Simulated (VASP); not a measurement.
# WC (Qusongite) (P-6m2) in VASP: settings compared, part 2 of 2

VASP 6.6.1. The steps go on from the part before.

### Step 4. Single point, LDA

This run uses another cell than the first one, of 9.96 Å³/atom, 0.960 times its volume.

Input file INCAR:

```
SYSTEM = WC
PREC = Accurate
ENCUT = 910
EDIFF = 1E-6
ISMEAR = -1
SIGMA = 0.05
LREAL = .False.
LASPH = .True.
NELM = 120
ALGO = Normal
ISIF = 2
LWAVE = .False.
LCHARG = .False.
GGA = CA
NBANDS = 16
GGA_COMPAT = .False.
```

Input file KPOINTS:

```
Automatic mesh
0
Gamma
  10 10 9
  0 0 0
```

Input file POSCAR:

```
WC
1.0
    2.8672181576      0.0000000000      0.0000000000
   -1.4336090788      2.4830837627      0.0000000000
    0.0000000000      0.0000000000      2.7982628680
W C
1 1
Direct
    0.0000000000      0.0000000000      0.0000000000
    0.6666666667      0.3333333333      0.5000000000
```

Potentials or basis: VASP PAW LDA potentials, release 64 (W_sv, C_h).

Started as:

```
$ cat potpaw_LDA.64/W_sv/POTCAR potpaw_LDA.64/C_h/POTCAR > POTCAR
$ mpirun -np 1 vasp_std > vasp.out
```

OUTCAR:

```text
SYSTEM = WC
   PREC = Accurate
   ENCUT = 910
   EDIFF = 1E-6
   ISMEAR = -1
   LREAL = .False.
   LASPH = .True.
   NELM = 120
   ISIF = 2
   GGA = CA

 ion  position               nearest neighbor table
   1  0.000  0.000  0.000-   2 2.17   2 2.17   2 2.17   2 2.17   2 2.17   2 2.17
   2  0.667  0.333  0.500-   1 2.17   1 2.17   1 2.17   1 2.17   1 2.17   1 2.17

  LATTYP: Found a hexagonal cell.
 ALAT       =     2.8672181576
 C/A-ratio  =     0.9759504559

  Lattice vectors:

 A1 = (   2.8672181576,   0.0000000000,   0.0000000000)
 A2 = (  -1.4336090788,   2.4830837627,   0.0000000000)
 A3 = (   0.0000000000,   0.0000000000,   2.7982628680)

Analysis of symmetry for initial positions (statically):
=====================================================================
 Subroutine PRICEL returns:
 Original cell was already a primitive cell.

 Routine SETGRP: Setting up the symmetry group for a
 hexagonal supercell.

 Subroutine GETGRP returns: Found 12 space group operations
[... 157 lines left out ...]
  ---------------------------------------------------
  ext. energy  EPLUGINS =         0.00000000
  ---------------------------------------------------
  free energy    TOTEN  =       -24.69748344 eV

  energy without entropy =      -24.69536380  energy(sigma->0) =      -24.69642362

 E-fermi :  11.8802     XC(G=0): -14.2468

 val. band max:       11.8676411004   @ k =   0.1000   0.0000   0.3333
 cond. band min:      11.9243798253   @ k =   0.4000   0.2000   0.0000
 fundamental gap:      0.0567387249
 Fermi energy:        11.8801553705

 k-point     1 :       0.0000    0.0000    0.0000
  band No.  band energies     occupation
      1     -61.5448      2.00000
      2     -25.7915      2.00000
      3     -25.6646      2.00000
      4     -25.6646      2.00000
      5      -2.6810      2.00000
      6       7.3499      2.00000
[... 433 lines left out ...]
      3     -25.9309      2.00000
      4     -25.7562      2.00000
      5       0.9279      2.00000
      6       4.8390      2.00000
[... 8 lines left out ...]
     15      25.8620      0.00000
     16      29.8458      0.00000

 [... further k-points ...]
[... 5 lines left out ...]
  --------------------------------------------------------------------------------------
  -------------------------------------------------------------------------------------
  Total        1.2357490      1.2357490      1.3050629      0.0000000      0.0000000      0.0000000
  in kB       99.3802856     99.3802856    104.9545794      0.0000000      0.0000000      0.0000000
  external PRESSURE =     101.2383835 kB  Pullay stress =       0.0000000 kB

 VOLUME and BASIS-vectors are now :
 -----------------------------------------------------------------------------
  energy-cutoff  :      910.00
  volume of cell :       19.92
      direct lattice vectors                 reciprocal lattice vectors
     2.867218158  0.000000000  0.000000000     0.348770113  0.201362518  0.000000000
    -1.433609079  2.483083763  0.000000000     0.000000000  0.402725037  0.000000000
     0.000000000  0.000000000  2.798262868     0.000000000  0.000000000  0.357364568

 POSITION                                       TOTAL-FORCE (eV/Angst)
 -----------------------------------------------------------------------------------
      0.00000      0.00000      0.00000         0.000000     -0.000000      0.000000
      1.43361      0.82769      1.39913        -0.000000      0.000000      0.000000
 -----------------------------------------------------------------------------------
    total drift:                                0.000000     -0.000000      0.000000

  FREE ENERGIE OF THE ION-ELECTRON SYSTEM (eV)
  ---------------------------------------------------
  free  energy   TOTEN  =       -24.6974834386 eV

  energy  without entropy=      -24.6953638022  energy(sigma->0) =      -24.69642362
```

stdout:

```text
POSCAR found type information on POSCAR W C
 POSCAR found :  2 types and       2 ions
 scaLAPACK will be used
 LDA part: xc-table for (Slater(with rela. corr.)+CA(PZ))
 , standard interpolation
 POSCAR, INCAR and KPOINTS ok, starting setup
 FFT: planning ... GRIDC
 FFT: planning ... GRID_SOFT
 FFT: planning ... GRID
 WAVECAR not read
 entering main loop
```

Run time: 27 s. Hardware: 1 thread of AMD EPYC 7R43 (Zen 3), shared host; peak memory 0.15 GiB.

What came out:

```yaml
Free_energy: -24.6975 eV
Pressure: 10.1 GPa
Band_gap_on_the_k_mesh: zero (band 9 reaches 12.58 eV, above the bottom of band 10 at 11.29 eV)
```

Stress tensor (GPa, compression positive):
```
 9.94  0.00  0.00
 0.00  9.94  0.00
 0.00  0.00 10.50
```

Levels at points of the mesh, in eV from the Fermi level:
| k point | band 5 | band 6 | band 7 | band 8 | band 9 | band 10 | band 11 | band 12 | band 13 | band 14 |
| --- | --- | --- | --- | --- | --- | --- | --- | --- | --- | --- |
| (0.00, 0.00, 0.00) | -14.56 | -4.53 | -3.48 | -3.48 | 0.16 | 3.41 | 3.41 | 5.86 | 5.86 | 6.81 |
| (0.50, 0.00, 0.00) | -11.07 | -7.11 | -3.78 | -3.74 | -0.42 | 2.45 | 4.78 | 5.18 | 7.10 | 10.14 |

Caveat: the cutoff is under 1.25 times the usual one of these potentials, so pressure, stress and relaxed cells hold a basis-set (Pulay) error; spin-orbit coupling is left out, which moves the levels of the heavy elements.

### Step 5. The runs side by side

```csv
level,potentials or basis,spin,cell,k mesh,cutoff (eV),smearing,second run,gap on the mesh (eV),pressure (GPa)
PBEsol,"VASP PAW PBE potentials, release 64 (W_sv, C)","non-collinear, zero start, SOC","a = 2.906, b = 2.907, c = 2.837 Å, angles 90.0, 90.0, 120.0°, 2 atoms",12 × 12 × 11,520,gaussian 0.05 eV,-,-,-1.5
PBE,"VASP PAW PBE potentials, release 64 (W_sv, C_h)",off,"a = 2.923, b = 2.923, c = 2.846 Å, angles 90.0, 90.0, 120.0°, 2 atoms",10 × 10 × 9,910,fermi-dirac 0.05 eV,hard_potentials,none,1.0
LDA,"VASP PAW LDA potentials, release 64 (W_sv, C_h)",off,"a = 2.867, b = 2.867, c = 2.798 Å, angles 90.0, 90.0, 120.0°, 2 atoms",10 × 10 × 9,910,fermi-dirac 0.05 eV,hard_potentials,none,10.1
```

Alike in all rows: task single point.

Caveats: the cutoff is under 1.25 times the usual one of these potentials, so pressure, stress and relaxed cells hold a basis-set (Pulay) error (some runs); spin-orbit coupling is left out, which moves the levels of the heavy elements (some runs); the PAW data sets were made with another functional, which shifts forces and pressure a little (some runs).

Absolute energies hang on the potentials; compare differences alone.
